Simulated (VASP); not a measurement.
Write the native input for VASP 6.6.1 that does the following.

- Task: single point
- Functional: LDA
- Potentials or basis: VASP PAW LDA potentials, release 64 (Ca_sv)
- Cutoff: 520 eV
- k mesh: 14 × 14 × 14
- Occupations: gaussian, width 0.15 eV
- Spin: no spin polarisation
- Dipole correction: no
- Further INCAR settings: ALGO = Normal; EDIFF = 1e-07; NBANDS = 11

The structure of Ca lies in POSCAR:

```
Ca
1.0
    3.6630891570      0.0000000000      0.0000000000
    0.0000000000      3.6630891570      0.0000000000
    0.0000000000      0.0000000000      3.6630891570
Ca
1
Direct
    0.0000000000      0.0000000000      0.0000000000
```

This cell differs from its parent crystal: strain +0.050 along x and y, +0.050 along z.

One way to write it, as run:

INCAR

```
PREC     = Accurate       # precision mode
ENCUT    = 520            # plane-wave cutoff, eV
EDIFF    = 1E-7           # SCF threshold, eV
ISMEAR   = 0              # smearing method
SIGMA    = 0.15           # smearing width, eV
LREAL    = False          # projectors in reciprocal space
LASPH    = True           # aspherical terms in the spheres
NELM     = 100            # most SCF steps
ALGO     = Normal         # electronic algorithm
ISIF     = 2              # what is computed and relaxed
LWAVE    = False          # write WAVECAR
LCHARG   = True           # write CHGCAR
GGA      = CA             # functional
LELF     = True           # ELF
LVHAR    = True         
NBANDS   = 11             # bands
```

KPOINTS

```
regular mesh
0
Gamma
  14 14 14
```

Potentials or basis: VASP PAW LDA potentials, release 64 (Ca_sv).

Run with:

```console
$ cat potpaw_LDA.64/Ca_sv/POTCAR > POTCAR
$ mpirun -np 1 vasp_std > vasp.out
```

It gave:

```json
{
  "Pressure": "-2.2 GPa",
  "Band gap on the k mesh": "zero (band 5 reaches 1.81 eV, above the bottom of band 6 at 0.67 eV)"
}
```

Caveat: the cell differs from its parent crystal (strain +0.050 along x and y, +0.050 along z).

Run time: 17 s on 1 thread of Intel(R) Xeon(R) 6975P-C (Granite Rapids), with other jobs on the host, peak memory 0.18 GiB.
